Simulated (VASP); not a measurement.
# Hg (P6_3/mmc) in VASP: further runs

Hg is run at these levels: LDA; tasks: relaxation of cell and atoms.

All numbers are computed with VASP 6.6.1; they aren't measurements. Logs are shortened: lines on timing, memory, paths and dates and some standing lists are left out, and cuts for length are marked.

## 1. The cell of the first run

It takes space group P6_3/mmc (No. 194, hexagonal). The conventional cell has a = 3.210 Å, b = 3.210 Å, c = 5.242 Å, α = 90.00°, β = 90.00°, γ = 120.00°. Hg (site symmetry -6m2) has 12 Hg at 3.21 Å within 4.2 Å.

## 2. Relaxation of cell and atoms, LDA

The input, INCAR:

```
SYSTEM = Hg
  ALGO = Normal
  EDIFF = 1E-7
  EDIFFG = -0.03
  ENCUT = 600
  IBRION = 2
  ISIF = 3
  ISMEAR = -1
  LASPH = .True.
  LCHARG = .False.
  LREAL = .False.
  LWAVE = .False.
  NELM = 80
  NSW = 50
  PREC = Accurate
  SIGMA = 0.1
```

The input, KPOINTS:

```
k-points
0
Gamma
  7 7 4
  0 0 0
```

The input, POSCAR:

```
Hg
1.0
    3.2100000000      0.0000000000      0.0000000000
   -1.6050000000      2.7799415461      0.0000000000
    0.0000000000      0.0000000000      5.2419300000
Hg
2
Direct
    0.3333333333      0.6666666667      0.2500000000
    0.6666666667      0.3333333333      0.7500000000
```

Potentials or basis: VASP PAW LDA potentials, release 64 (Hg).

On the command line:

```console
cat potpaw_LDA.64/Hg/POTCAR > POTCAR
mpirun -np 1 vasp_std > vasp.out
```

OUTCAR:

```text
SYSTEM = Hg
   EDIFF = 1E-7
   EDIFFG = -0.03
   ENCUT = 600
   IBRION = 2
   ISIF = 3
   ISMEAR = -1
   LASPH = .True.
   LREAL = .False.
   NELM = 80
   NSW = 50
   PREC = Accurate

 ion  position               nearest neighbor table
   1  0.333  0.667  0.250-   2 3.21   2 3.21   2 3.21   2 3.21   2 3.21   2 3.21
   2  0.667  0.333  0.750-   1 3.21   1 3.21   1 3.21   1 3.21   1 3.21   1 3.21

  LATTYP: Found a hexagonal cell.
 ALAT       =     3.2100000000
 C/A-ratio  =     1.6330000000

  Lattice vectors:

 A1 = (   3.2100000000,   0.0000000000,   0.0000000000)
 A2 = (  -1.6050000000,   2.7799415461,   0.0000000000)
 A3 = (   0.0000000000,   0.0000000000,   5.2419300000)

Analysis of symmetry for initial positions (statically):
=====================================================================
 Subroutine PRICEL returns:
 Original cell was already a primitive cell.

 Routine SETGRP: Setting up the symmetry group for a
 hexagonal supercell.

 Subroutine GETGRP returns: Found 24 space group operations
 (whereof 12 operations were pure point group operations)
 out of a pool of 24 trial point group operations.

The static configuration has the point symmetry D_3d.
 The point group associated with its full space group is D_6h.

Analysis of symmetry for dynamics (positions and initial velocities):
=====================================================================
 Subroutine PRICEL returns:
 Original cell was already a primitive cell.

 Routine SETGRP: Setting up the symmetry group for a
 hexagonal supercell.

 Subroutine GETGRP returns: Found 24 space group operations
 (whereof 12 operations were pure point group operations)
 out of a pool of 24 trial point group operations.

The dynamic configuration has the point symmetry D_3d.
 The point group associated with its full space group is D_6h.

 Subroutine INISYM returns: Found 24 space group operations
 (whereof 12 operations are pure point group operations),
 and found     1 'primitive' translations

----------------------------------------------------------------------------------------

                                     Primitive cell

  volume of cell :      46.7770

  direct lattice vectors                    reciprocal lattice vectors
     3.210000000  0.000000000  0.000000000     0.311526480  0.179859897  0.000000000
    -1.605000000  2.779941546  0.000000000     0.000000000  0.359719794  0.000000000
     0.000000000  0.000000000  5.241930000     0.000000000  0.000000000  0.190769430

  length of vectors
     3.210000000  3.210000000  5.241930000     0.359719794  0.359719794  0.190769430

  position of ions in fractional coordinates (direct lattice)
     0.333333333  0.666666667  0.250000000
     0.666666667  0.333333333  0.750000000

  ion indices of the primitive-cell ions
   primitive index   ion index
                 1           1
                 2           2

----------------------------------------------------------------------------------------

 KPOINTS: k-points

Automatic generation of k-mesh.
 Grid dimensions read from file:
 generate k-points for:    7    7    4

 Generating k-lattice:

  Cartesian coordinates                     Fractional coordinates (reciprocal lattice)
     0.044503783  0.025694271  0.000000000     0.142857143 -0.000000000  0.000000000
     0.000000000  0.051388542  0.000000000     0.000000000  0.142857143  0.000000000
     0.000000000  0.000000000  0.047692358     0.000000000  0.000000000  0.250000000

  Length of vectors
     0.051388542  0.051388542  0.047692358

  Shift w.r.t. Gamma in fractional coordinates (k-lattice)
     0.000000000  0.000000000  0.000000000

 Subroutine IBZKPT returns following result:
 ===========================================

 Found     24 irreducible k-points:

 Following reciprocal coordinates:
            Coordinates               Weight
  0.000000  0.000000  0.000000      1.000000
  0.142857 -0.000000  0.000000      6.000000
  0.285714  0.000000  0.000000      6.000000
  0.428571  0.000000  0.000000      6.000000
[... 39 lines left out ...]
   IALGO  =     38    algorithm
   IMIX   =      4    mixing-type and parameters
     AMIX     =   0.40;   BMIX     =  1.00
     AMIX_MAG =   1.60;   BMIX_MAG =  1.00
  volume/ion in A,a.u.               =      23.39       157.83
  Fermi-wavevector in a.u.,A,eV,Ry     =   1.310593  2.476662 23.370112  1.717655
  Thomas-Fermi vector in A             =   2.441113
   LORBIT       =      0    0 simple, 1 ext, 2 COOP (PROOUT), +10 PAW based schemes
   GGA     = CA    functional components
   LHFCALC =     F    Hartree Fock is set to
   AEXX    =    0.0000 exact exchange contribution
   IVDW    =     0    specifies the selected vdW correction
   LEPSILON=     F    determine dielectric tensor
   LRPA    =     F    only Hartree local field effects (RPA)
 conjugate gradient relaxation of ions
 non-spin polarized calculation
  energy-cutoff  :      600.00
  volume of cell :       46.78
 maximum number of plane-waves:      1577
 NGX is ok and might be reduce to    28
   NGX = 13   NGY = 13   NGZ = 21

--------------------------------------- Ionic step        1  -------------------------------------------

 number of electron      24.0000000 magnetization

 Free energy of the ion-electron system (eV)
  ---------------------------------------------------
  ext. energy  EPLUGINS =         0.00000000
  ---------------------------------------------------
  free energy    TOTEN  =        -1.86441877 eV

  energy without entropy =       -1.83430819  energy(sigma->0) =       -1.84936348

------------------------ aborting loop because EDIFF is reached ----------------------------------------

  FORCE on cell =-STRESS in cart. coord.  units (eV):
  Direction    XX          YY          ZZ          XY          YZ          ZX
  --------------------------------------------------------------------------------------
  -------------------------------------------------------------------------------------
  Total       -0.6453061     -0.6453061     -0.4244137     -0.0000000      0.0000000      0.0000000
  in kB      -22.1026541    -22.1026541    -14.5367756     -0.0000000      0.0000000      0.0000000
  external PRESSURE =     -19.5806946 kB  Pullay stress =       0.0000000 kB
[... 89 lines left out ...]
  FREE ENERGIE OF THE ION-ELECTRON SYSTEM (eV)
  ---------------------------------------------------
  free  energy   TOTEN  =        -1.8823214878 eV

  energy  without entropy=       -1.8507728452  energy(sigma->0) =       -1.86654717

[... ionic steps 4 to 7 ...]

--------------------------------------- Ionic step        8  -------------------------------------------

 number of electron      23.9999999 magnetization

------------------------ aborting loop because EDIFF is reached ----------------------------------------

  FORCE on cell =-STRESS in cart. coord.  units (eV):
  Direction    XX          YY          ZZ          XY          YZ          ZX
  --------------------------------------------------------------------------------------
  -------------------------------------------------------------------------------------
  Total       -0.0562592     -0.0562592      0.0937817      0.0000000      0.0000000      0.0000000
  in kB       -2.0252615     -2.0252615      3.3760260      0.0000000      0.0000000      0.0000000
  external PRESSURE =      -0.2248323 kB  Pullay stress =       0.0000000 kB
[... 57 lines left out ...]
  energy  without entropy=       -1.8531614732  energy(sigma->0) =       -1.86431239

--------------------------------------- Ionic step       10  -------------------------------------------

 number of electron      24.0000000 magnetization

 Free energy of the ion-electron system (eV)
  ---------------------------------------------------
  ext. energy  EPLUGINS =         0.00000000
  ---------------------------------------------------
  free energy    TOTEN  =        -1.89558912 eV

  energy without entropy =       -1.86734187  energy(sigma->0) =       -1.88146550

 E-fermi :   3.0792     XC(G=0): -11.5022

 val. band max:        2.9157881089   @ k =   0.4286   0.0000   0.0000
 cond. band min:       3.0996275243   @ k =   0.4286   0.1429   0.5000
 fundamental gap:      0.1838394154
 Fermi energy:         3.0791510348

 k-point     1 :       0.0000    0.0000    0.0000
  band No.  band energies     occupation
      1      -6.6205      2.00000
      2      -5.5758      2.00000
      3      -4.4839      2.00000
      4      -4.1781      2.00000
      5      -4.1781      2.00000
      6      -4.0742      2.00000
[... 8 lines left out ...]
     15      16.8913      0.00000
     16      17.5059      0.00000
[... 464 lines left out ...]
  FREE ENERGIE OF THE ION-ELECTRON SYSTEM (eV)
  ---------------------------------------------------
  free  energy   TOTEN  =        -1.8955891217 eV

  energy  without entropy=       -1.8673418718  energy(sigma->0) =       -1.88146550

 reached required accuracy - stopping structural energy minimisation
```

Run time: 2.4 min. Hardware: 1 thread of Intel Xeon Platinum 8175M at 2.50GHz (Skylake/Cascade Lake), shared host; peak memory 0.17 GiB.

Results:

```
Free energy                           : -1.8956 eV
Relaxed volume                        : 22.26 Å³/atom
Relaxed cell                          : a = 3.059 Å, b = 3.059 Å, c = 5.496 Å, α = 90.00°, β = 90.00°, γ = 120.00°
Space group after relaxing (to 0.1 Å) : P6_3/mmc (No. 194)
Energy gained by relaxing             : 15.6 meV/atom
Ionic steps                           : 10
Pressure after relaxing               : 0.0 GPa
Band gap on the k mesh                : zero (bands 12 and 13 overlap by 2.55 eV)
```

Step by step:
```
step  energy change (eV)  largest force (eV/Å)  pressure (GPa)  volume (Å³)
   1              0.0000                0.0000           -1.96        46.78
   2             -0.0166                0.0000           -0.60        44.87
   3             -0.0179                0.0000            0.05        44.22
   4             -0.0179                0.0000            0.00        44.27
   5             -0.0182                0.0000           -0.01        44.29
   6             -0.0191                0.0000            0.00        44.33
   7             -0.0220                0.0000            0.06        44.40
   8             -0.0306                0.0000           -0.02        44.51
   9             -0.0110                0.0000            0.19        44.57
  10             -0.0312                0.0000           -0.04        44.53
```

Final structure:
```yaml
crystal:
  lattice:
    - [3.05857, 0.00000, 0.00000]
    - [-1.52928, 2.64880, 0.00000]
    - [0.00000, 0.00000, 5.49650]
  atoms:
    - { symbol: Hg, position: [0.33333, 0.66667, 0.25000] }
    - { symbol: Hg, position: [0.66667, 0.33333, 0.75000] }
```

Caveat: spin-orbit coupling is left out, which moves the levels of the heavy elements.

## 3. Relaxation of cell and atoms, LDA, target pressure 20 GPa, at which the enthalpy is minimised

The input, INCAR:

```
  ALGO = Normal
  EDIFF = 1E-7
  EDIFFG = -0.03
  ENCUT = 600
  IBRION = 2
  ISIF = 3
  ISMEAR = -1
  LASPH = True
  LCHARG = False
  LREAL = False
  LWAVE = False
  NELM = 100
  NSW = 50
  PREC = Accurate
  PSTRESS = 200.0
  SIGMA = 0.1
```

The input, KPOINTS:

```
k-points
0
Gamma
  7 7 4
```

POSCAR is that of step 2.

Potentials or basis: VASP PAW LDA potentials, release 64 (Hg).

On the command line:

```console
cat potpaw_LDA.64/Hg/POTCAR > POTCAR
mpirun -np 1 vasp_std > vasp.out
```

Wall time 1.9 min (1 thread of Intel Xeon Platinum 8175M at 2.50GHz (Skylake/Cascade Lake), shared host); peak memory 0.17 GiB.

Results (log left out):

```
Free energy                                                : -1.5100 eV
Relaxed volume                                             : 18.26 Å³/atom
Relaxed cell                                               : a = 2.930 Å, b = 2.930 Å, c = 4.913 Å, α = 90.00°, β = 90.00°, γ = 120.00°
Space group after relaxing (to 0.1 Å)                      : P6_3/mmc (No. 194)
Energy change on relaxing (the run minimises the enthalpy) : +177.2 meV/atom
Ionic steps                                                : 7
Pressure after relaxing                                    : 19.9 GPa
Band gap on the k mesh                                     : zero (bands 12 and 13 overlap by 1.87 eV)
```

Stress tensor (GPa, compression positive):
```
19.82  0.00  0.00
 0.00 19.82  0.00
 0.00  0.00 20.19
```

The path:
| step | energy change (eV) | largest force (eV/Å) | pressure (GPa) | volume (Å³) |
| --- | --- | --- | --- | --- |
| 1 | 0.0000 | 0.0000 | -1.96 | 46.78 |
| 2 | 3.1555 | 0.0000 | 109.02 | 28.26 |
| 3 | 0.2920 | 0.0000 | 17.65 | 37.09 |
| 4 | 0.3291 | 0.0000 | 19.07 | 36.77 |
| 5 | 0.3546 | 0.0000 | 20.02 | 36.56 |
| 6 | 0.3534 | 0.0000 | 19.93 | 36.54 |
| 7 | 0.3545 | 0.0000 | 19.95 | 36.52 |

Final structure:
```cif
data_structure
_symmetry_space_group_name_H-M 'P 1'
_symmetry_Int_Tables_number 1
_cell_length_a 2.9296
_cell_length_b 2.9296
_cell_length_c 4.9135
_cell_angle_alpha 90.000
_cell_angle_beta 90.000
_cell_angle_gamma 120.000
_cell_volume 36.52
loop_
_atom_site_label
_atom_site_type_symbol
_atom_site_fract_x
_atom_site_fract_y
_atom_site_fract_z
_atom_site_occupancy
Hg1 Hg 0.33333 0.66667 0.25000 1
Hg2 Hg 0.66667 0.33333 0.75000 1
```

Levels at points of the mesh, in eV from the Fermi level:
| k point | band 10 | band 11 | band 12 | band 13 | band 14 | band 15 |
| --- | --- | --- | --- | --- | --- | --- |
| (0.00, 0.00, 0.00) | -6.59 | -6.59 | -3.42 | -1.60 | 13.38 | 15.05 |
| (0.00, 0.00, 0.50) | -6.94 | -6.94 | -6.94 | 7.02 | 7.02 | 13.67 |

Caveat: the cell is relaxed towards a set pressure, so the run minimises the enthalpy, not the energy; the volume moved by over 15 % at a fixed basis, so the end points are rough; spin-orbit coupling is left out, which moves the levels of the heavy elements.

## 4. Relaxation of cell and atoms, LDA, target pressure 40 GPa, at which the enthalpy is minimised

The input, INCAR:

```
  PREC = Accurate
  ENCUT = 600
  EDIFF = 1E-7
  ISMEAR = -1
  SIGMA = 0.1
  LREAL = False
  LASPH = True
  NELM = 100
  ALGO = Normal
  ISIF = 3
  LWAVE = False
  LCHARG = False
  IBRION = 2
  NSW = 50
  EDIFFG = -0.03
  PSTRESS = 400.0
```

The input, KPOINTS:

```
regular mesh
0
Gamma
  7 7 4
```

POSCAR is that of step 3.

On the command line:

```console
cat potpaw_LDA.64/Hg/POTCAR > POTCAR
mpirun -np 1 vasp_std > vasp.out
```

It took 3.6 min on 1 thread of Intel Xeon Platinum 8175M at 2.50GHz (Skylake/Cascade Lake), shared host; peak memory 0.18 GiB.

The run converged. Its results:

```yaml
Free_energy: -0.9514 eV
Relaxed_volume: 16.72 Å³/atom
Relaxed_cell: a = 2.841 Å, b = 2.841 Å, c = 4.782 Å, α = 90.00°, β = 90.00°, γ = 120.00°
Space_group_after_relaxing_to_0.1_Å: P6_3/mmc (No. 194)
Energy_change_on_relaxing_the_run_minimises_the_enthalpy: +456.5 meV/atom
Ionic_steps: 13
Pressure_after_relaxing: 39.8 GPa
Band_gap_on_the_k_mesh: zero (bands 12 and 13 overlap by 1.92 eV)
```

Step by step:
```tsv
step	energy change (eV)	largest force (eV/Å)	pressure (GPa)	volume (Å³)
1	0.0000	0.0000	-1.96	46.78
2	35.2875	0.0000	1175.97	16.36
3	-0.0105	0.0000	1.69	42.93
4	0.0645	0.0000	7.38	40.11
5	1.7395	0.0000	66.03	30.91
6	0.7399	0.0000	33.71	34.22
7	0.9035	0.0000	39.22	33.50
8	0.9627	0.0000	41.19	33.26
9	0.8295	0.0000	36.95	33.78
10	0.8716	0.0000	38.33	33.61
11	0.9715	0.0000	41.74	33.20
12	0.9288	0.0000	40.31	33.37
13	0.9130	0.0000	39.78	33.43
```

Final structure:
```xyz
2
Lattice="2.8412 0.0000 0.0000 -1.4206 2.4605 0.0000 0.0000 0.0000 4.7822" Properties=species:S:1:pos:R:3 pbc="T T T"
Hg    0.0000    1.6403    1.1955
Hg    1.4206    0.8202    3.5866
```

Levels at points of the mesh, in eV from the Fermi level:
```
           k point  band 8  band 9  band 10  band 11  band 12  band 13  band 14  band 15  band 16
(0.00, 0.00, 0.00)   -8.21   -8.21    -7.02    -7.02    -4.26    -1.63    13.18    14.22    15.77
(0.00, 0.00, 0.50)   -9.04   -7.43    -7.43    -7.43    -7.43     7.17     7.17    13.51    13.51
```

Caveat: the cell is relaxed towards a set pressure, so the run minimises the enthalpy, not the energy; the volume moved by over 15 % at a fixed basis, so the end points are rough; spin-orbit coupling is left out, which moves the levels of the heavy elements.

## 5. Relaxation of cell and atoms, LDA, target pressure 60 GPa, at which the enthalpy is minimised

The input, INCAR:

```
SYSTEM = Hg
ALGO = Normal ; EDIFF = 1E-6
EDIFFG = -0.03 ; ENCUT = 600
GGA = CA ; IBRION = 2
ISIF = 3 ; ISMEAR = -1
LASPH = .TRUE. ; LCHARG = .FALSE.
LREAL = .FALSE. ; LWAVE = .FALSE.
NELM = 60 ; NSW = 50
PREC = Accurate ; PSTRESS = 600.0
SIGMA = 0.1
```

The input, KPOINTS:

```
k-points
0
G
  7 7 4
  0 0 0
```

POSCAR is that of step 4.

On the command line:

```console
cat potpaw_LDA.64/Hg/POTCAR > POTCAR
mpirun -np 1 vasp_std > vasp.out
```

It took 4 min on 1 thread of Intel Xeon Platinum 8175M at 2.50GHz (Skylake/Cascade Lake), shared host; peak memory 0.21 GiB.

The run converged. Its results:

```yaml
Free_energy: -0.3283 eV
Relaxed_volume: 15.70 Å³/atom
Relaxed_cell: a = 2.781 Å, b = 2.781 Å, c = 4.688 Å, α = 90.00°, β = 90.00°, γ = 120.00°
Space_group_after_relaxing_to_0.1_Å: P6_3/mmc (No. 194)
Energy_change_on_relaxing_the_run_minimises_the_enthalpy: +768.0 meV/atom
Ionic_steps: 15
Pressure_after_relaxing: 59.8 GPa
Band_gap_on_the_k_mesh: zero (bands 12 and 13 overlap by 1.89 eV)
```

Stress tensor (GPa, compression positive):
```
59.78  0.00  0.00
 0.00 59.78  0.00
 0.00  0.00 59.97
```

Step by step:
```csv
step,energy change (eV),largest force (eV/Å),pressure (GPa),volume (Å³)
1,0.0000,0.0000,-1.96,46.78
2,231.8272,0.0000,10260.42,8.38
3,-0.0162,0.0000,-0.54,44.80
4,-0.0117,0.0000,1.53,43.05
5,6.4439,0.0000,208.67,24.83
6,0.6160,0.0000,29.43,34.85
7,1.8323,0.0000,68.87,30.69
8,1.5071,0.0000,58.76,31.50
9,1.6070,0.0000,61.89,31.24
10,1.3416,0.0000,53.71,31.95
11,1.4826,0.0000,58.18,31.56
12,1.5835,0.0000,61.28,31.28
13,1.5640,0.0000,60.67,31.33
14,1.5092,0.0000,58.92,31.48
15,1.5361,0.0000,59.84,31.40
```

Final structure:
```cif
data_structure
_symmetry_space_group_name_H-M 'P 1'
_symmetry_Int_Tables_number 1
_cell_length_a 2.7812
_cell_length_b 2.7812
_cell_length_c 4.6880
_cell_angle_alpha 90.000
_cell_angle_beta 90.000
_cell_angle_gamma 120.000
_cell_volume 31.40
loop_
_atom_site_label
_atom_site_type_symbol
_atom_site_fract_x
_atom_site_fract_y
_atom_site_fract_z
_atom_site_occupancy
Hg1 Hg 0.33333 0.66667 0.25000 1
Hg2 Hg 0.66667 0.33333 0.75000 1
```

Levels at points of the mesh, in eV from the Fermi level:
```tsv
k point	band 10	band 11	band 12	band 13	band 14	band 15
(0.00, 0.00, 0.00)	-7.36	-7.36	-4.89	-1.63	12.99	14.10
(0.00, 0.00, 0.50)	-7.82	-7.82	-7.82	7.30	7.30	13.35
```

Caveat: the cell is relaxed towards a set pressure, so the run minimises the enthalpy, not the energy; the volume moved by over 15 % at a fixed basis, so the end points are rough; spin-orbit coupling is left out, which moves the levels of the heavy elements.

## 6. Overview

```csv
cell,gap on the mesh (eV),pressure (GPa)
relaxed,none,0.0
relaxed to 20 GPa,none,19.9
relaxed to 40 GPa,none,39.8
relaxed to 60 GPa,none,59.8
```

Alike in all rows: task relaxation of cell and atoms; level LDA; potentials or basis VASP PAW LDA potentials, release 64 (Hg); no spin polarisation; k mesh 7 × 7 × 4; cutoff (eV) 600; smearing fermi-dirac 0.1 eV.

Caveats: spin-orbit coupling is left out, which moves the levels of the heavy elements; the cell is relaxed towards a set pressure, so the run minimises the enthalpy, not the energy (at least some runs); the volume moved by over 15 % at a fixed basis, so the end points are rough (at least some runs).

Absolute energies hang on the potentials; compare differences alone.

The gap in the log of VASP goes by the Fermi energy; the results here count the filled bands.